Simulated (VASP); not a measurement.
# In3As (P4mm) in VASP: single point with PBE+D3(BJ)

Aim: the single point of In3As with PBE+D3(BJ).

All numbers are computed with VASP 6.6.1; they aren't measurements. Logs are shortened: lines on timing, memory, paths and dates and some standing lists are left out, and cuts for length are marked.

## (1) The cell of the first run

The structure is tetragonal, space group P4mm (No. 99). Conventional cell: a = 4.602 Å, b = 4.602 Å, c = 4.602 Å, α = 90.00°, β = 90.00°, γ = 90.00°. Within 4.2 Å of In (site symmetry 2mm) lie 4 As at 3.20 to 3.31 Å and 8 In at 3.25 Å. In (site symmetry 4mm) has 8 In at 3.25 Å and 4 As at 3.26 Å within 4.3 Å. Within 4.2 Å of As (site symmetry 4mm) lie 12 In at 3.20 to 3.31 Å.

## (2) Single point, PBE+D3(BJ) (atom 4 (As) moved +0.075 Å along Cartesian [0 0 1])

Input file INCAR:

```
SYSTEM = In3As
PREC = Accurate
ENCUT = 520
EDIFF = 1E-6
ISMEAR = 0
SIGMA = 0.15
LREAL = .False.
LASPH = .True.
NELM = 80
ALGO = Fast
ISIF = 2
LWAVE = .False.
LCHARG = .False.
GGA = PE
IVDW = 12
NBANDS = 30
```

Input file KPOINTS:

```
regular mesh
0
Gamma
  10 10 10
  0 0 0
```

Input file POSCAR:

```
In3As
1.0
    4.6021353856      0.0000000000      0.0000000000
    0.0000000000      4.6021353856      0.0000000000
    0.0000000000      0.0000000000      4.6021353856
In As
3 1
Direct
    0.0000000000      0.5000000000      0.5000000000
    0.5000000000      0.0000000000      0.5000000000
    0.5000000000      0.5000000000      0.0000000000
    0.0000000000      0.0000000000      0.0162967826
```

Potentials or basis: VASP PAW PBE potentials, release 64 (In_d, As).

On the command line:

```bash
> cat potpaw_PBE.64/In_d/POTCAR potpaw_PBE.64/As/POTCAR > POTCAR
> mpirun -np 1 vasp_std > vasp.out
```

OUTCAR:

```text
SYSTEM = In3As
   PREC = Accurate
   ENCUT = 520
   EDIFF = 1E-6
   ISMEAR = 0
   LREAL = .False.
   LASPH = .True.
   NELM = 80
   ISIF = 2
   GGA = PE
   IVDW = 12
 IVDW          = 12

 ion  position               nearest neighbor table
   1  0.000  0.500  0.500-   4 3.20   4 3.20   2 3.25   3 3.25   2 3.25   3 3.25   2 3.25   3 3.25
                             3 3.25   2 3.25   4 3.31   4 3.31
   2  0.500  0.000  0.500-   4 3.20   4 3.20   1 3.25   3 3.25   1 3.25   3 3.25   3 3.25   1 3.25
                             3 3.25   1 3.25   4 3.31   4 3.31
   3  0.500  0.500  0.000-   1 3.25   2 3.25   1 3.25   2 3.25   2 3.25   2 3.25   1 3.25   1 3.25
                             4 3.26   4 3.26   4 3.26   4 3.26
   4  0.000  0.000  0.016-   1 3.20   2 3.20   1 3.20   2 3.20   3 3.26   3 3.26   3 3.26   3 3.26
                             1 3.31   2 3.31   2 3.31   1 3.31

  LATTYP: Found a simple cubic cell.
 ALAT       =     4.6021353856

  Lattice vectors:

 A1 = (   4.6021353856,   0.0000000000,   0.0000000000)
 A2 = (   0.0000000000,   4.6021353856,   0.0000000000)
 A3 = (   0.0000000000,   0.0000000000,   4.6021353856)

Analysis of symmetry for initial positions (statically):
=====================================================================
 Subroutine PRICEL returns:
 Original cell was already a primitive cell.

 Routine SETGRP: Setting up the symmetry group for a
 simple cubic supercell.

 Subroutine GETGRP returns: Found  8 space group operations
 (whereof  8 operations were pure point group operations)
 out of a pool of 48 trial point group operations.

The static configuration has the point symmetry C_4v.

Analysis of symmetry for dynamics (positions and initial velocities):
=====================================================================
 Subroutine PRICEL returns:
 Original cell was already a primitive cell.

 Routine SETGRP: Setting up the symmetry group for a
 simple cubic supercell.

 Subroutine GETGRP returns: Found  8 space group operations
 (whereof  8 operations were pure point group operations)
 out of a pool of 48 trial point group operations.

The dynamic configuration has the point symmetry C_4v.

 Subroutine INISYM returns: Found  8 space group operations
 (whereof  8 operations are pure point group operations),
 and found     1 'primitive' translations

----------------------------------------------------------------------------------------

                                     Primitive cell

  volume of cell :      97.4716

  direct lattice vectors                    reciprocal lattice vectors
     4.602135386  0.000000000  0.000000000     0.217290435  0.000000000  0.000000000
     0.000000000  4.602135386  0.000000000     0.000000000  0.217290435  0.000000000
     0.000000000  0.000000000  4.602135386     0.000000000  0.000000000  0.217290435

  length of vectors
     4.602135386  4.602135386  4.602135386     0.217290435  0.217290435  0.217290435

  position of ions in fractional coordinates (direct lattice)
     0.000000000  0.500000000  0.500000000
     0.500000000  0.000000000  0.500000000
     0.500000000  0.500000000  0.000000000
     0.000000000  0.000000000  0.016296783

  ion indices of the primitive-cell ions
   primitive index   ion index
                 1           1
                 2           2
                 3           3
                 4           4

----------------------------------------------------------------------------------------

 KPOINTS: regular mesh

Automatic generation of k-mesh.
 Grid dimensions read from file:
 generate k-points for:   10   10   10

 Generating k-lattice:

  Cartesian coordinates                     Fractional coordinates (reciprocal lattice)
     0.021729044  0.000000000  0.000000000     0.100000000  0.000000000  0.000000000
     0.000000000  0.021729044  0.000000000     0.000000000  0.100000000  0.000000000
     0.000000000  0.000000000  0.021729044     0.000000000  0.000000000  0.100000000

  Length of vectors
     0.021729044  0.021729044  0.021729044

  Shift w.r.t. Gamma in fractional coordinates (k-lattice)
     0.000000000  0.000000000  0.000000000

 Subroutine IBZKPT returns following result:
 ===========================================

 Found    126 irreducible k-points:

 Following reciprocal coordinates:
            Coordinates               Weight
  0.000000  0.000000  0.000000      1.000000
  0.100000  0.000000  0.000000      4.000000
  0.000000  0.000000  0.100000      2.000000
  0.200000  0.000000  0.000000      4.000000
  0.000000  0.000000  0.200000      2.000000
  0.300000  0.000000  0.000000      4.000000
[... 16 lines left out ...]
  0.500000  0.100000  0.000000      4.000000
  0.000000  0.500000  0.100000      4.000000
 [... further k-points ...]
   k-points           NKPTS =    126   k-points in BZ     NKDIM =    126   number of bands    NBANDS=     30
   number of dos      NEDOS =    301   number of ions     NIONS =      4
   total plane-waves  NPLWV =  46656
   dimension x,y,z NGX =    36 NGY =   36 NGZ =   36
   dimension x,y,z NGXF=    72 NGYF=   72 NGZF=   72
   ions per type =               3   1
   NGX,Y,Z   is equivalent  to a cutoff of  13.00, 13.00, 13.00 a.u.
   NGXF,Y,Z  is equivalent  to a cutoff of  26.01, 26.01, 26.01 a.u.
 SYSTEM =  In3As
   PREC   = accura    normal or accurate (medium, high low for compatibility)
   ISTART =      0    job   : 0-new  1-cont  2-samecut
   ICHARG =      2    charge: 1-file 2-atom 10-const
   ISPIN  =      1    spin polarized calculation?
   LNONCOLLINEAR =      F non collinear calculations
   LSORBIT =      F    spin-orbit coupling
   LASPH  =      T    aspherical Exc in radial PAW
   ENCUT  =  520.0 eV  38.22 Ry    6.18 a.u.   8.56  8.56  8.56*2*pi/ulx,y,z
   NELM   =     80;   NELMIN=  2; NELMDL= -5     # of ELM steps
   EDIFF  = 0.1E-05   stopping-criterion for ELM
   LREAL  =      F    real-space projection
   EDIFFG = 0.1E-04   stopping-criterion for IOM
   NSW    =      0    number of steps for IOM
   IBRION =     -1    ionic relax: 0-MD 1-quasi-New 2-CG
   NFREE  =      0    steps in history (QN), initial steepest desc. (CG)
   ISIF   =      2    stress and relaxation
   ISYM   =      2    0-nonsym 1-usesym 2-fastsym
   POTIM  = 0.5000    time-step for ionic-motion
   TEBEG  =    0.0;   TEEND  =   0.0 temperature during run
   PSTRESS=    0.0 pullay stress
   NELECT =      44.0000    total number of electrons
   NUPDOWN=      -1.0000    fix difference up-down
   EMIN   =  10.00;   EMAX   =-10.00  energy-range for DOS
   EFERMI =   0.00;   METHOD = LEGACY
   ISMEAR =     0;   SIGMA  =   0.15  broadening in eV -4-tet -1-fermi 0-gaus
   EFERMI_NEDOS =   21; number of points for ismear=-14 and -15
   IALGO  =     68    algorithm
   IMIX   =      4    mixing-type and parameters
     AMIX     =   0.40;   BMIX     =  1.00
     AMIX_MAG =   1.60;   BMIX_MAG =  1.00
  volume/ion in A,a.u.               =      24.37       164.44
  Fermi-wavevector in a.u.,A,eV,Ry     =   1.255836  2.373186 21.458083  1.577125
  Thomas-Fermi vector in A             =   2.389574
   LORBIT       =      0    0 simple, 1 ext, 2 COOP (PROOUT), +10 PAW based schemes
   GGA     = PE    functional components
   LHFCALC =     F    Hartree Fock is set to
   AEXX    =    0.0000 exact exchange contribution
   IVDW    =    12    specifies the selected vdW correction
   LEPSILON=     F    determine dielectric tensor
   LRPA    =     F    only Hartree local field effects (RPA)
 non-spin polarized calculation
 RMM-DIIS sequential band-by-band and
 Gauss-broadening in eV      SIGMA  =   0.15
  energy-cutoff  :      520.00
  volume of cell :       97.47
 maximum number of plane-waves:      2642
 NGX is ok and might be reduce to    36
   NGX = 17   NGY = 17   NGZ = 17

 number of electron      43.9999963 magnetization

 Free energy of the ion-electron system (eV)
  ---------------------------------------------------
  ext. energy  EPLUGINS =         0.00000000
  ---------------------------------------------------
  free energy    TOTEN  =       -12.01132256 eV

  energy without entropy =      -11.98372912  energy(sigma->0) =      -11.99752584

 E-fermi :   7.1571     XC(G=0): -10.3536

 val. band max:        7.1445496262   @ k =   0.2000   0.0000   0.0000
 cond. band min:       7.1607470106   @ k =   0.4000   0.0000   0.0000
 fundamental gap:      0.0161973845
 Fermi energy:         7.1571350378

 k-point     1 :       0.0000    0.0000    0.0000
  band No.  band energies     occupation
      1      -7.6324      2.00000
      2      -7.6131      2.00000
      3      -7.6131      2.00000
      4      -7.6129      2.00000
      5      -7.4291      2.00000
      6      -7.4285      2.00000
[... 22 lines left out ...]
     29      13.2810      0.00000
     30      14.5113      0.00000

 k-point     2 :       0.1000    0.0000    0.0000
  band No.  band energies     occupation
      1      -7.6211      2.00000
      2      -7.6107      2.00000
      3      -7.6008      2.00000
      4      -7.6006      2.00000
      5      -7.4272      2.00000
      6      -7.4200      2.00000
[... 22 lines left out ...]
     29      13.5966      0.00000
     30      14.5451      0.00000

 k-point     3 :       0.0000    0.0000    0.1000
  band No.  band energies     occupation
      1      -7.6211      2.00000
      2      -7.6106      2.00000
      3      -7.6008      2.00000
      4      -7.6008      2.00000
      5      -7.4267      2.00000
      6      -7.4205      2.00000
[... 22 lines left out ...]
     29      13.5975      0.00000
     30      14.5468      0.00000

 k-point     4 :       0.2000    0.0000    0.0000
  band No.  band energies     occupation
      1      -7.6045      2.00000
      2      -7.5892      2.00000
      3      -7.5648      2.00000
      4      -7.5647      2.00000
      5      -7.4223      2.00000
      6      -7.3954      2.00000
[... 616 lines left out ...]
     29      13.0934      0.00000
     30      13.5126      0.00000

 k-point    23 :       0.5000    0.1000    0.0000
  band No.  band energies     occupation
      1      -7.5760      2.00000
      2      -7.4690      2.00000
      3      -7.3933      2.00000
      4      -7.3929      2.00000
      5      -7.3790      2.00000
      6      -7.3216      2.00000
[... 22 lines left out ...]
     29      13.1362      0.00000
     30      13.3637      0.00000

 k-point    24 :       0.0000    0.5000    0.1000
  band No.  band energies     occupation
      1      -7.5760      2.00000
      2      -7.4691      2.00000
      3      -7.3936      2.00000
      4      -7.3929      2.00000
      5      -7.3786      2.00000
      6      -7.3213      2.00000
[... 22 lines left out ...]
     29      13.1360      0.00000
     30      13.3528      0.00000

 [... further k-points ...]

------------------------ aborting loop because EDIFF is reached ----------------------------------------

 Edisp (eV)   -1.45951

 E8    (eV) :    -0.7003

  FORCE on cell =-STRESS in cart. coord.  units (eV):
  Direction    XX          YY          ZZ          XY          YZ          ZX
  --------------------------------------------------------------------------------------
  -------------------------------------------------------------------------------------
  Total       0.01844     0.01844     0.02561     0.00000    -0.00000     0.00000
  in kB       0.30317     0.30317     0.42088     0.00000    -0.00000     0.00000
  external pressure =        0.34 kB  Pullay stress =        0.00 kB

 VOLUME and BASIS-vectors are now :
 -----------------------------------------------------------------------------
  energy-cutoff  :      520.00
  volume of cell :       97.47
      direct lattice vectors                 reciprocal lattice vectors
     4.602135386  0.000000000  0.000000000     0.217290435  0.000000000  0.000000000
     0.000000000  4.602135386  0.000000000     0.000000000  0.217290435  0.000000000
     0.000000000  0.000000000  4.602135386     0.000000000  0.000000000  0.217290435

 POSITION                                       TOTAL-FORCE (eV/Angst)
 -----------------------------------------------------------------------------------
      0.00000      2.30107      2.30107         0.000000      0.000000      0.024404
      2.30107      0.00000      2.30107        -0.000000     -0.000000      0.024404
      2.30107      2.30107      0.00000         0.000000     -0.000000     -0.082813
      0.00000      0.00000      0.07500         0.000000     -0.000000      0.034005
 -----------------------------------------------------------------------------------
    total drift:                                0.000000      0.000000     -0.000155

  FREE ENERGIE OF THE ION-ELECTRON SYSTEM (eV)
  ---------------------------------------------------
  free  energy   TOTEN  =       -13.4708366716 eV

  energy  without entropy=      -13.4432432316  energy(sigma->0) =      -13.45703995
```

Wall time 3.6 min (1 thread of Intel Xeon Platinum 8488C (Sapphire Rapids), shared host); peak memory 0.44 GiB.

Results:

```yaml
Free_energy: -13.4708 eV
Pressure: 0.0 GPa
Largest_force: 0.083 eV/Å
Band_gap_on_the_k_mesh: zero (band 22 reaches 7.69 eV, above the bottom of band 23 at 3.59 eV)
Dispersion_energy_per_atom: -0.365 eV
```

Forces on the atoms (eV/Å):
```
In   0.000  0.000  0.024
In   0.000  0.000  0.024
In   0.000  0.000 -0.083
As   0.000  0.000  0.034
```

Caveat: the cell differs from its parent crystal (atom 4 (As) moved +0.075 Å along Cartesian [0 0 1]); spin-orbit coupling is left out, which moves the levels of the heavy elements; pairwise dispersion overbinds metals, which lowers pressure and volume.
